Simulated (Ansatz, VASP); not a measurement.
Two plane-wave programs on Al

Contents of INCAR:

```
SYSTEM = Al
PREC = Accurate
ENCUT = 520
EDIFF = 1E-6
ISMEAR = 0
SIGMA = 0.15
LREAL = .False.
LASPH = .True.
NELM = 60
ALGO = Fast
ISIF = 2
LWAVE = .False.
LCHARG = .False.
GGA = PE
NBANDS = 10
```

KPOINTS

```
regular mesh
0
Gamma
  20 20 12
  0 0 0
```

POSCAR

```
Al
1.0
   -1.5959973539      1.5959973539      1.6175102401
    1.5959973539     -1.5959973539      1.6175102401
    3.1919947077      3.1919947077      0.0000000000
Al
2
Direct
    0.0195409416     -0.0195409416      0.0000000000
    0.4804590584      0.5195409416      0.5000000000
```

Input for Ansatz:

```yaml
crystal:
  lattice:
    - [-1.5959973539, 1.5959973539, 1.6175102401]
    - [1.5959973539, -1.5959973539, 1.6175102401]
    - [3.1919947077, 3.1919947077, 0.0]
  atoms:
    - { symbol: Al, position: [0.0195409416, -0.0195409416, 0.0] }
    - { symbol: Al, position: [0.4804590584, 0.5195409416, 0.5] }
basis:
  ecutwfc: 420
kpoints:
  mp_grid: { grid: [20, 20, 12] }
hamiltonian:
  xc: pbe
scf:
  occupations: { method: gaussian, width: 0.15 }
output:
  forces: true
  stress: true
  eigenvalues: true
```

Change from the starting cell: mode 1 frozen in at -0.089 Å, equal normal strain along x and y -0.0133.

Alike in both runs: task single point; functional PBE; k mesh 20 × 20 × 12; occupations gaussian, width 0.15 eV; no spin polarisation.

|  | VASP | Ansatz |
| --- | --- | --- |
| version | VASP 6.6.1 | Ansatz 0.2.0 |
| potentials or method | VASP PAW PBE potentials, release 64 (Al), cutoff 520 eV | scalar-relativistic, plane waves, PAW |
| valence electrons in the cell | 6 | 6 |

|  | VASP | Ansatz | Ansatz less VASP |
| --- | --- | --- | --- |
| gap on the k mesh at the Fermi level (eV) | none | none | - |
| pressure (GPa) | 1.9 | 1.9 | +0.02 |
| traceless stress, the component that is largest in VASP (GPa) | -0.41 | -0.41 | +0.001 |
| rms of the force components (eV/Å) | 0.051 | 0.051 | -0.0001 |

Atom by atom the forces differ by 0.000 eV/Å (rms over components). A gap of «none» marks a metal or a gap that the smearing closes.
